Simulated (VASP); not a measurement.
The system is NaZrO2.

```
CELL_PARAMETERS angstrom
4.08247 0.00000 0.00000
-2.04124 3.53552 0.00000
0.00000 0.00000 4.66421
ATOMIC_POSITIONS crystal
Na 0.00000 0.00000 0.00000
Zr 0.00000 0.00000 0.50000
O 0.33333 0.66667 0.85768
O 0.66667 0.33333 0.14232
```

The cell was built from a structure type or drawn by symmetry, and may not be a known phase.

| Property | Result |
| --- | --- |
| Program | VASP 6.6.1 |
| Task | relaxation of cell and atoms |
| Functional | PBE |
| Potentials or basis | VASP PAW PBE potentials, release 64 (Na_pv, Zr_sv, O) |
| Cutoff | 600 eV |
| k mesh | 6 × 6 × 4 |
| Occupations | gaussian, width 0.1 eV |
| Spin | no spin polarisation |

At the start: pressure -13.9 GPa; volume 16.83 Å³/atom.

Problem. Where does the relaxation end?

Solution. Over 12 steps the energy falls by 2541.5 meV/atom and the volume is 12.68 Å³/atom (-24.7 %); space group P-3m1 (No. 164, to 0.1 Å) before and after.

Step by step:
```csv
step,energy change (eV),largest force (eV/Å),pressure (GPa),volume (Å³)
1,0.0000,4.0184,-13.93,67.32
2,-5.9278,5.3457,-11.36,52.76
3,-7.7301,5.6827,8.17,44.38
4,-7.6532,5.5740,27.10,40.58
5,-9.0113,1.6034,37.45,42.31
6,-9.1875,0.1613,31.47,41.94
7,-10.0141,1.3324,-8.01,52.37
8,-10.0473,1.1725,-3.09,50.28
9,-10.1591,0.2450,0.39,50.07
10,-10.1596,0.1746,0.66,50.05
11,-10.1637,0.1046,0.34,50.33
12,-10.1660,0.0048,-0.15,50.72
```

Final structure:
```cif
data_structure
_symmetry_space_group_name_H-M 'P 1'
_symmetry_Int_Tables_number 1
_cell_length_a 3.1439
_cell_length_b 3.1439
_cell_length_c 5.9257
_cell_angle_alpha 90.000
_cell_angle_beta 90.000
_cell_angle_gamma 120.000
_cell_volume 50.72
loop_
_atom_site_label
_atom_site_type_symbol
_atom_site_fract_x
_atom_site_fract_y
_atom_site_fract_z
_atom_site_occupancy
Na1 Na 0.00000 0.00000 0.00000 1
Zr1 Zr 0.00000 0.00000 0.50000 1
O1 O 0.33333 0.66667 0.71852 1
O2 O 0.66667 0.33333 0.28148 1
```

Caveat: the volume moved by over 15 % at a fixed basis, so the end points are rough; an odd number of electrons without spin polarisation forces a metal; a magnetic or distorted state may lie lower.
